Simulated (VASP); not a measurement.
# MgS in VASP: notebook

Runs on MgS. Level: r2SCAN. Tasks: single point.

Program: VASP 6.6.1. These are calculated values, not measurements. Logs are shortened: lines on timing, memory, paths and dates and some standing lists are left out, and cuts for length are marked.

### Step 1. The cell of the first run

Symmetry: Fm-3m, No. 225, cubic system. Conventional cell: a = 4.787 Å, b = 4.787 Å, c = 4.787 Å, α = 90.00°, β = 90.00°, γ = 90.00°. Within 3.2 Å of Mg (site symmetry m-3m) lie 6 S at 2.39 Å. Within 3.2 Å of S (site symmetry m-3m) lie 6 Mg at 2.39 Å.

### Step 2. Single point, r2SCAN (strain -0.080 along x and y, -0.080 along z)

POSCAR reads:

```
MgS
1.0
    0.0000000000      2.3935180000      2.3935180000
    2.3935180000      0.0000000000      2.3935180000
    2.3935180000      2.3935180000      0.0000000000
Mg S
1 1
Direct
    0.0000000000      0.0000000000      0.0000000000
    0.5000000000      0.5000000000      0.5000000000
```

INCAR.step1 reads:

```
PREC     = Accurate       # precision mode
ENCUT    = 520            # plane-wave cutoff, eV
ISMEAR   = 0              # smearing method
SIGMA    = 0.05           # smearing width, eV
LREAL    = F              # projectors in reciprocal space
LASPH    = T              # aspherical terms in the spheres
NELM     = 80             # most SCF steps
NBANDS   = 11             # bands
GGA      = PE             # functional
ALGO     = Normal         # electronic algorithm
EDIFF    = 1E-4           # SCF threshold, eV
LWAVE    = T              # write WAVECAR
LCHARG   = F              # write CHGCAR
```

INCAR.step2 reads:

```
PREC     = Accurate       # precision mode
ENCUT    = 520            # plane-wave cutoff, eV
EDIFF    = 1E-6           # SCF threshold, eV
ISMEAR   = 0              # smearing method
SIGMA    = 0.05           # smearing width, eV
LREAL    = F              # projectors in reciprocal space
LASPH    = T              # aspherical terms in the spheres
NELM     = 80             # most SCF steps
ALGO     = Normal         # electronic algorithm
ISIF     = 2              # what is computed and relaxed
LWAVE    = F              # write WAVECAR
LCHARG   = F              # write CHGCAR
METAGGA  = R2SCAN         # meta-GGA
LMIXTAU  = T            
NBANDS   = 11             # bands
ISTART   = 1
```

KPOINTS reads:

```
Automatic mesh
0
Gamma
  8 8 8
```

Potentials or basis: VASP PAW PBE potentials, release 64 (Mg, S).

Command:

```sh
> cat potpaw_PBE.64/Mg/POTCAR potpaw_PBE.64/S/POTCAR > POTCAR
> cp INCAR.step1 INCAR
> mpirun -np 1 vasp_std > vasp.out
> cp INCAR.step2 INCAR
> mpirun -np 1 vasp_std > vasp.out
```

OUTCAR:

```text
PREC = Accurate
   ENCUT = 520
   EDIFF = 1E-6
   ISMEAR = 0
   LREAL = F
   LASPH = T
   NELM = 80
   ISIF = 2
   METAGGA = R2SCAN
   ISTART = 1

 ion  position               nearest neighbor table
   1  0.000  0.000  0.000-   2 2.39   2 2.39   2 2.39   2 2.39   2 2.39   2 2.39
   2  0.500  0.500  0.500-   1 2.39   1 2.39   1 2.39   1 2.39   1 2.39   1 2.39

  LATTYP: Found a face centered cubic cell.
 ALAT       =     4.7870360000

  Lattice vectors:

 A1 = (   0.0000000000,   2.3935180000,   2.3935180000)
 A2 = (   2.3935180000,   0.0000000000,   2.3935180000)
 A3 = (   2.3935180000,   2.3935180000,   0.0000000000)

Analysis of symmetry for initial positions (statically):
=====================================================================
 Subroutine PRICEL returns:
 Original cell was already a primitive cell.

 Routine SETGRP: Setting up the symmetry group for a
 face centered cubic supercell.

 Subroutine GETGRP returns: Found 48 space group operations
 (whereof 48 operations were pure point group operations)
 out of a pool of 48 trial point group operations.

The static configuration has the point symmetry O_h .

Analysis of symmetry for dynamics (positions and initial velocities):
=====================================================================
 Subroutine PRICEL returns:
 Original cell was already a primitive cell.

 Routine SETGRP: Setting up the symmetry group for a
 face centered cubic supercell.

 Subroutine GETGRP returns: Found 48 space group operations
 (whereof 48 operations were pure point group operations)
 out of a pool of 48 trial point group operations.

The dynamic configuration has the point symmetry O_h .

 Subroutine INISYM returns: Found 48 space group operations
 (whereof 48 operations are pure point group operations),
 and found     1 'primitive' translations

----------------------------------------------------------------------------------------

                                     Primitive cell

  volume of cell :      27.4246

  direct lattice vectors                    reciprocal lattice vectors
     0.000000000  2.393518000  2.393518000    -0.208897531  0.208897531  0.208897531
     2.393518000  0.000000000  2.393518000     0.208897531 -0.208897531  0.208897531
     2.393518000  2.393518000  0.000000000     0.208897531  0.208897531 -0.208897531

  length of vectors
     3.384945617  3.384945617  3.384945617     0.361821137  0.361821137  0.361821137

  position of ions in fractional coordinates (direct lattice)
[... 8 lines left out ...]
----------------------------------------------------------------------------------------

 KPOINTS: Automatic mesh

Automatic generation of k-mesh.
 Grid dimensions read from file:
 generate k-points for:    8    8    8

 Generating k-lattice:

  Cartesian coordinates                     Fractional coordinates (reciprocal lattice)
    -0.026112191  0.026112191  0.026112191     0.125000000  0.000000000  0.000000000
     0.026112191 -0.026112191  0.026112191     0.000000000  0.125000000  0.000000000
     0.026112191  0.026112191 -0.026112191     0.000000000  0.000000000  0.125000000

  Length of vectors
     0.045227642  0.045227642  0.045227642

  Shift w.r.t. Gamma in fractional coordinates (k-lattice)
     0.000000000  0.000000000  0.000000000

 Subroutine IBZKPT returns following result:
 ===========================================

 Found     29 irreducible k-points:

 Following reciprocal coordinates:
            Coordinates               Weight
  0.000000  0.000000  0.000000      1.000000
  0.125000  0.000000  0.000000      8.000000
  0.250000  0.000000  0.000000      8.000000
  0.375000  0.000000  0.000000      8.000000
  0.500000  0.000000  0.000000      4.000000
  0.125000  0.125000  0.000000      6.000000
[... 16 lines left out ...]
  0.500000  0.250000  0.125000     48.000000
 -0.375000  0.250000  0.125000     24.000000
 [... further k-points ...]
   k-points           NKPTS =     29   k-points in BZ     NKDIM =     29   number of bands    NBANDS=     11
   number of dos      NEDOS =    301   number of ions     NIONS =      2
   total plane-waves  NPLWV =  21952
   dimension x,y,z NGX =    28 NGY =   28 NGZ =   28
   dimension x,y,z NGXF=    56 NGYF=   56 NGZF=   56
   ions per type =               1   1
   NGX,Y,Z   is equivalent  to a cutoff of  13.75, 13.75, 13.75 a.u.
   NGXF,Y,Z  is equivalent  to a cutoff of  27.50, 27.50, 27.50 a.u.
 SYSTEM =  unknown system
   PREC   = accura    normal or accurate (medium, high low for compatibility)
   ISTART =      1    job   : 0-new  1-cont  2-samecut
   ICHARG =      0    charge: 1-file 2-atom 10-const
   ISPIN  =      1    spin polarized calculation?
   LNONCOLLINEAR =      F non collinear calculations
   LSORBIT =      F    spin-orbit coupling
   LASPH  =      T    aspherical Exc in radial PAW
   ENCUT  =  520.0 eV  38.22 Ry    6.18 a.u.   6.29  6.29  6.29*2*pi/ulx,y,z
   NELM   =     80;   NELMIN=  2; NELMDL=  0     # of ELM steps
   EDIFF  = 0.1E-05   stopping-criterion for ELM
   LREAL  =      F    real-space projection
[... 7 lines left out ...]
   TEBEG  =    0.0;   TEEND  =   0.0 temperature during run
   PSTRESS=    0.0 pullay stress
   NELECT =       8.0000    total number of electrons
   NUPDOWN=      -1.0000    fix difference up-down
   EMIN   =  10.00;   EMAX   =-10.00  energy-range for DOS
   EFERMI =   0.00;   METHOD = LEGACY
   ISMEAR =     0;   SIGMA  =   0.05  broadening in eV -4-tet -1-fermi 0-gaus
   EFERMI_NEDOS =   21; number of points for ismear=-14 and -15
   IALGO  =     38    algorithm
   IMIX   =      4    mixing-type and parameters
     AMIX     =   0.40;   BMIX     =  1.00
     AMIX_MAG =   1.60;   BMIX_MAG =  1.00
  volume/ion in A,a.u.               =      13.71        92.54
  Fermi-wavevector in a.u.,A,eV,Ry     =   1.085737  2.051746 16.038897  1.178826
  Thomas-Fermi vector in A             =   2.221858
   LORBIT       =      0    0 simple, 1 ext, 2 COOP (PROOUT), +10 PAW based schemes
   METAGGA = R2SCAN    functional components
   LHFCALC =     F    Hartree Fock is set to
   AEXX    =    0.0000 exact exchange contribution
   IVDW    =     0    specifies the selected vdW correction
   LEPSILON=     F    determine dielectric tensor
   LRPA    =     F    only Hartree local field effects (RPA)
 non-spin polarized calculation
 Gauss-broadening in eV      SIGMA  =   0.05
  energy-cutoff  :      520.00
  volume of cell :       27.42
 maximum number of plane-waves:       754
 NGX is ok and might be reduce to    28
   NGX = 13   NGY = 13   NGZ = 13

 number of electron       8.0000001 magnetization

 Free energy of the ion-electron system (eV)
  ---------------------------------------------------
  ext. energy  EPLUGINS =         0.00000000
  ---------------------------------------------------
  free energy    TOTEN  =       -14.88415762 eV

  energy without entropy =      -14.88415762  energy(sigma->0) =      -14.88415762

 E-fermi :   6.3846     XC(G=0): -11.2512

 val. band max:        6.0665503409   @ k =   0.0000   0.0000   0.0000
 cond. band min:       9.9928340015   @ k =   0.5000   0.5000   0.0000
 fundamental gap:      3.9262836605
 Fermi energy:         6.3845902873

 k-point     1 :       0.0000    0.0000    0.0000
  band No.  band energies     occupation
      1      -8.8634      2.00000
      2       6.0666      2.00000
      3       6.0666      2.00000
      4       6.0666      2.00000
      5      13.1415      0.00000
      6      14.2554      0.00000
      7      14.2554      0.00000
      8      14.2554      0.00000
      9      17.1894      0.00000
     10      17.1894      0.00000
     11      20.1897      0.00000

 k-point     2 :       0.1250    0.0000    0.0000
  band No.  band energies     occupation
      1      -8.6403      2.00000
      2       4.8287      2.00000
      3       5.8882      2.00000
      4       5.8882      2.00000
      5      13.2665      0.00000
      6      14.6442      0.00000
      7      14.6442      0.00000
      8      14.7562      0.00000
      9      16.7605      0.00000
     10      16.7605      0.00000
     11      21.4646      0.00000

 k-point     3 :       0.2500    0.0000    0.0000
  band No.  band energies     occupation
      1      -8.0198      2.00000
      2       2.5198      2.00000
      3       5.5124      2.00000
      4       5.5124      2.00000
      5      12.3965      0.00000
      6      14.6085      0.00000
      7      14.6085      0.00000
      8      17.2175      0.00000
      9      17.4385      0.00000
     10      17.4385      0.00000
     11      20.9647      0.00000

 k-point     4 :       0.3750    0.0000    0.0000
  band No.  band energies     occupation
      1      -7.2106      2.00000
      2       0.4881      2.00000
      3       5.1922      2.00000
      4       5.1922      2.00000
      5      11.7870      0.00000
      6      14.0065      0.00000
      7      14.0065      0.00000
      8      19.8191      0.00000
      9      19.8191      0.00000
     10      19.9315      0.00000
     11      20.1339      0.00000

 k-point     5 :       0.5000    0.0000    0.0000
  band No.  band energies     occupation
      1      -6.7720      2.00000
      2      -0.3815      2.00000
      3       5.0717      2.00000
      4       5.0717      2.00000
      5      11.5848      0.00000
      6      13.7607      0.00000
      7      13.7607      0.00000
      8      19.7819      0.00000
      9      21.5535      0.00000
     10      22.1696      0.00000
     11      22.1696      0.00000
[... 211 lines left out ...]
 k-point    21 :       0.5000    0.5000    0.0000
  band No.  band energies     occupation
      1      -6.1495      2.00000
      2       0.2594      2.00000
      3       3.6695      2.00000
      4       3.6695      2.00000
      5       9.9928      0.00000
      6       9.9938      0.00000
      7      20.2590      0.00000
      8      22.0354      0.00000
      9      23.5224      0.00000
     10      23.5224      0.00000
     11      23.8223      0.00000

 k-point    22 :       0.3750    0.2500    0.1250
  band No.  band energies     occupation
      1      -7.5196      2.00000
      2       2.1959      2.00000
      3       3.9095      2.00000
      4       4.9983      2.00000
      5      12.8144      0.00000
      6      13.4653      0.00000
      7      14.7862      0.00000
      8      17.3698      0.00000
      9      17.3875      0.00000
     10      21.2647      0.00000
     11      24.3500      0.00000

 k-point    23 :       0.5000    0.2500    0.1250
  band No.  band energies     occupation
      1      -6.8134      2.00000
      2       0.9081      2.00000
      3       3.1873      2.00000
      4       4.5502      2.00000
      5      12.7927      0.00000
      6      13.5258      0.00000
      7      15.1374      0.00000
      8      17.0011      0.00000
      9      19.8268      0.00000
     10      23.2979      0.00000
     11      24.2773      0.00000

 k-point    24 :      -0.3750    0.2500    0.1250
  band No.  band energies     occupation
      1      -6.4479      2.00000
      2       0.2632      2.00000
      3       3.0085      2.00000
      4       4.3343      2.00000
      5      12.7293      0.00000
      6      13.2642      0.00000
      7      15.9355      0.00000
      8      17.4188      0.00000
      9      20.2660      0.00000
     10      23.1159      0.00000
     11      24.4058      0.00000

 [... further k-points ...]

------------------------ aborting loop because EDIFF is reached ----------------------------------------

  FORCE on cell =-STRESS in cart. coord.  units (eV):
  Direction    XX          YY          ZZ          XY          YZ          ZX
  --------------------------------------------------------------------------------------
  -------------------------------------------------------------------------------------
  Total        5.5530605      5.5530605      5.5530605      0.0000000      0.0000000     -0.0000000
  in kB      324.4164718    324.4164718    324.4164718      0.0000000      0.0000000     -0.0000000
  external PRESSURE =     324.4164718 kB  Pullay stress =       0.0000000 kB

 VOLUME and BASIS-vectors are now :
 -----------------------------------------------------------------------------
  energy-cutoff  :      520.00
  volume of cell :       27.42
      direct lattice vectors                 reciprocal lattice vectors
     0.000000000  2.393518000  2.393518000    -0.208897531  0.208897531  0.208897531
     2.393518000  0.000000000  2.393518000     0.208897531 -0.208897531  0.208897531
     2.393518000  2.393518000  0.000000000     0.208897531  0.208897531 -0.208897531

 POSITION                                       TOTAL-FORCE (eV/Angst)
 -----------------------------------------------------------------------------------
      0.00000      0.00000      0.00000         0.000000      0.000000      0.000000
      2.39352      2.39352      2.39352        -0.000000     -0.000000     -0.000000
 -----------------------------------------------------------------------------------
    total drift:                                0.000000      0.000000      0.000000

  FREE ENERGIE OF THE ION-ELECTRON SYSTEM (eV)
  ---------------------------------------------------
  free  energy   TOTEN  =       -14.8841576241 eV

  energy  without entropy=      -14.8841576241  energy(sigma->0) =      -14.88415762
```

Wall time 57 s (1 thread of AMD EPYC 7R43 (Zen 3), shared host); peak memory 0.13 GiB.

What came out:

| Property | Result |
| --- | --- |
| Free energy | -14.8842 eV |
| Pressure | 32.4 GPa |
| Band gap on the k mesh | 3.93 eV, indirect (least direct gap 6.32 eV) |

Levels at points of the mesh, in eV from the valence-band top:
```
           k point  band 2  band 3  band 4  band 5  band 6  band 7
(0.00, 0.00, 0.00)    0.00    0.00    0.00    7.07    8.19    8.19
(0.50, 0.00, 0.00)   -6.45   -0.99   -0.99    5.52    7.69    7.69
(0.50, 0.50, 0.00)   -5.81   -2.40   -2.40    3.93    3.93   14.19
```

Caveat: the cell differs from its parent crystal (strain -0.080 along x and y, -0.080 along z); the PAW data sets were made with another functional, which shifts forces and pressure a little. A k mesh can miss the band edges.

(Continued in part 2 of 3.)
